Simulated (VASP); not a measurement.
# ScIr (Pm-3m) in VASP: a series of runs, part 2 of 2

VASP 6.6.1.

### 4 Relaxation of cell and atoms, LDA, target pressure 6 GPa, at which the enthalpy is minimised

The input, INCAR:

```
SYSTEM = ScIr
ALGO     = Normal         ! electronic algorithm
EDIFF    = 1E-7           ! SCF threshold, eV
EDIFFG   = -0.02          ! ionic threshold
ENCUT    = 500            ! plane-wave cutoff, eV
GGA_COMPAT= .False.      
IBRION   = 2              ! ionic algorithm
ISIF     = 3              ! what is computed and relaxed
ISMEAR   = -1             ! smearing method
LASPH    = .True.         ! aspherical terms in the spheres
LCHARG   = .False.        ! write CHGCAR
LREAL    = .False.        ! projectors in reciprocal space
LWAVE    = .False.        ! write WAVECAR
NELM     = 120            ! most SCF steps
NELMIN   = 4            
NSW      = 50             ! ionic steps
PREC     = Accurate       ! precision mode
PSTRESS  = 60.0         
SIGMA    = 0.1            ! smearing width, eV
```

The input, KPOINTS:

```
k-points
0
Gamma
  9 9 9
  0 0 0
```

The input, POSCAR:

```
ScIr
1.0
    3.2060000000      0.0000000000      0.0000000000
    0.0000000000      3.2060000000      0.0000000000
    0.0000000000      0.0000000000      3.2060000000
Sc Ir
1 1
Direct
    0.5000000000      0.5000000000      0.5000000000
    0.0000000000      0.0000000000      0.0000000000
```

Launch:

```console
> cat potpaw_LDA.64/Sc_sv/POTCAR potpaw_LDA.64/Ir/POTCAR > POTCAR
> mpirun -np 1 vasp_std > vasp.out
```

It took 1.8 min on 1 thread of Intel Xeon 8259CL, shared host; peak memory 0.15 GiB.

It converged, with:

| Quantity | Value |
| --- | --- |
| Free energy | -19.1916 eV |
| Relaxed volume | 15.44 Å³/atom |
| Relaxed cell | a = 3.138 Å, b = 3.138 Å, c = 3.138 Å, α = 90.00°, β = 90.00°, γ = 90.00° |
| Space group after relaxing (to 0.05 Å) | Pm-3m (No. 221) |
| Energy change on relaxing (the enthalpy is what falls) | -4.5 meV/atom |
| Ionic steps | 4 |
| Pressure after relaxing | 5.9 GPa |
| Band gap on the k mesh | 0.23 eV, indirect (least direct gap 1.36 eV) |

The path:
| step | energy change (eV) | largest force (eV/Å) | pressure (GPa) | volume (Å³) |
| --- | --- | --- | --- | --- |
| 1 | 0.0000 | 0.0000 | -6.59 | 32.95 |
| 2 | 0.5168 | 0.0000 | 43.22 | 27.16 |
| 3 | -0.0116 | 0.0000 | 5.40 | 30.96 |
| 4 | -0.0091 | 0.0000 | 5.89 | 30.89 |

Final structure:
```
Sc Ir
1.0
     3.13755    0.00000    0.00000
     0.00000    3.13755    0.00000
     0.00000    0.00000    3.13755
Sc Ir
1 1
Direct
  0.50000 0.50000 0.50000
  0.00000 0.00000 0.00000
```

Levels at points of the mesh, in eV from the valence-band top:
```csv
k point,band 6,band 7,band 8,band 9,band 10,band 11,band 12,band 13,band 14
"(0.00, 0.00, 0.00)",-5.23,-5.23,-1.80,-1.80,-1.80,2.51,2.51,4.81,4.81
```

Caveat: the cell is relaxed towards a set pressure, so the enthalpy falls and the energy may rise; spin-orbit coupling is left out, which moves the levels of the heavy elements. Zero-point motion and thermal expansion aren't in these numbers.

### 5 Relaxation of cell and atoms, LDA, target pressure 8 GPa, at which the enthalpy is minimised

The input, INCAR:

```
ALGO = Normal ; EDIFF = 1E-7
EDIFFG = -0.02 ; ENCUT = 500
GGA_COMPAT = False ; IBRION = 2
ISIF = 3 ; ISMEAR = -1
LASPH = True ; LCHARG = False
LREAL = False ; LWAVE = False
NELM = 120 ; NELMIN = 4
NSW = 50 ; PREC = Accurate
PSTRESS = 80.0 ; SIGMA = 0.1
```

The input, KPOINTS:

```
k-points
0
Gamma
  9 9 9
```

POSCAR is that of step 4.

Potentials or basis: VASP PAW LDA potentials, release 64 (Sc_sv, Ir).

Launch:

```console
> cat potpaw_LDA.64/Sc_sv/POTCAR potpaw_LDA.64/Ir/POTCAR > POTCAR
> mpirun -np 1 vasp_std > vasp.out
```

OUTCAR:

```text
EDIFF = 1E-7
   EDIFFG = -0.02
   ENCUT = 500
   IBRION = 2
   ISIF = 3
   ISMEAR = -1
   LASPH = True
   LREAL = False
   NELM = 120
   NELMIN = 4
   NSW = 50
   PREC = Accurate
   PSTRESS = 80.0

 ion  position               nearest neighbor table
   1  0.500  0.500  0.500-   2 2.78   2 2.78   2 2.78   2 2.78   2 2.78   2 2.78   2 2.78   2 2.78

   2  0.000  0.000  0.000-   1 2.78   1 2.78   1 2.78   1 2.78   1 2.78   1 2.78   1 2.78   1 2.78

  LATTYP: Found a simple cubic cell.
 ALAT       =     3.2060000000

  Lattice vectors:

 A1 = (   3.2060000000,   0.0000000000,   0.0000000000)
 A2 = (   0.0000000000,   3.2060000000,   0.0000000000)
 A3 = (   0.0000000000,   0.0000000000,   3.2060000000)

Analysis of symmetry for initial positions (statically):
=====================================================================
[... 307 lines left out ...]
      2     -19.3154      2.00000
      3     -19.3154      2.00000
      4     -19.3154      2.00000
      5      -0.2950      2.00000
      6       2.5028      2.00000
      7       2.5028      2.00000
      8       5.9805      2.00000
      9       5.9805      2.00000
     10       5.9805      2.00000
     11      10.3222      0.00000
     12      10.3222      0.00000
     13      12.6500      0.00000
     14      12.6500      0.00000
[... 377 lines left out ...]
      1     -40.3752      2.00000
      2     -19.6452      2.00000
      3     -19.5529      2.00000
      4     -19.3124      2.00000
      5       2.6928      2.00000
      6       3.1929      2.00000
      7       4.5990      2.00000
      8       4.7672      2.00000
      9       5.7321      2.00000
     10       7.1507      1.99922
     11       8.7595      0.00053
     12       9.9510      0.00000
     13      10.4711      0.00000
     14      12.3580      0.00000

 [... further k-points ...]

------------------------ aborting loop because EDIFF is reached ----------------------------------------

  FORCE on cell =-STRESS in cart. coord.  units (eV):
  Direction    XX          YY          ZZ          XY          YZ          ZX
  --------------------------------------------------------------------------------------
  -------------------------------------------------------------------------------------
  Total        1.4966918      1.4966918      1.4966918      0.0000000      0.0000000      0.0000000
  in kB       78.3099209     78.3099209     78.3099209      0.0000000      0.0000000      0.0000000
  external PRESSURE =      -1.6900791 kB  Pullay stress =      80.0000000 kB
[... 21 lines left out ...]
  energy  without entropy=      -19.1725611967  energy(sigma->0) =      -19.17642074

  enthalpy is  TOTEN    =       -17.6512870106 eV   P V=        1.5289932735

 reached required accuracy - stopping structural energy minimisation
```

Wall time 1.9 min (1 thread of Intel Xeon 8259CL, shared host); peak memory 0.15 GiB.

What came out:

```yaml
Free_energy: -19.1803 eV
Relaxed_volume: 15.31 Å³/atom
Relaxed_cell: a = 3.129 Å, b = 3.129 Å, c = 3.129 Å, α = 90.00°, β = 90.00°, γ = 90.00°
Space_group_after_relaxing_to_0.05_Å: Pm-3m (No. 221)
Energy_change_on_relaxing_the_enthalpy_is_what_falls: +1.2 meV/atom
Ionic_steps: 4
Pressure_after_relaxing: 7.8 GPa
Band_gap_on_the_k_mesh: 0.20 eV, indirect (least direct gap 1.37 eV)
```

Step by step:
| step | energy change (eV) | largest force (eV/Å) | pressure (GPa) | volume (Å³) |
| --- | --- | --- | --- | --- |
| 1 | 0.0000 | 0.0000 | -6.59 | 32.95 |
| 2 | 0.7792 | 0.0000 | 55.62 | 26.30 |
| 3 | -0.0023 | 0.0000 | 7.12 | 30.72 |
| 4 | 0.0023 | 0.0000 | 7.83 | 30.62 |

Final structure:
```xyz
2
Lattice="3.1285 0.0000 0.0000 0.0000 3.1285 0.0000 0.0000 0.0000 3.1285" Properties=species:S:1:pos:R:3 pbc="T T T"
Sc    1.5643    1.5643    1.5643
Ir    0.0000    0.0000    0.0000
```

Caveat: the cell is relaxed towards a set pressure, so the enthalpy falls and the energy may rise; spin-orbit coupling is left out, which moves the levels of the heavy elements. A k mesh can miss the band edges.

### 6 The runs side by side

| cell | gap on the mesh (eV) | pressure (GPa) |
| --- | --- | --- |
| relaxed to 2 GPa | 0.29 | 2.0 |
| relaxed to 4 GPa | 0.26 | 3.9 |
| relaxed to 6 GPa | 0.23 | 5.9 |
| relaxed to 8 GPa | 0.20 | 7.8 |

Alike in all rows: task relaxation of cell and atoms; level LDA; potentials or basis VASP PAW LDA potentials, release 64 (Sc_sv, Ir); no spin polarisation; k mesh 9 × 9 × 9; cutoff (eV) 500; smearing fermi-dirac 0.1 eV.

Caveats: the cell is relaxed towards a set pressure, so the enthalpy falls and the energy may rise; spin-orbit coupling is left out, which moves the levels of the heavy elements.

Absolute energies hang on the potentials; compare differences alone.
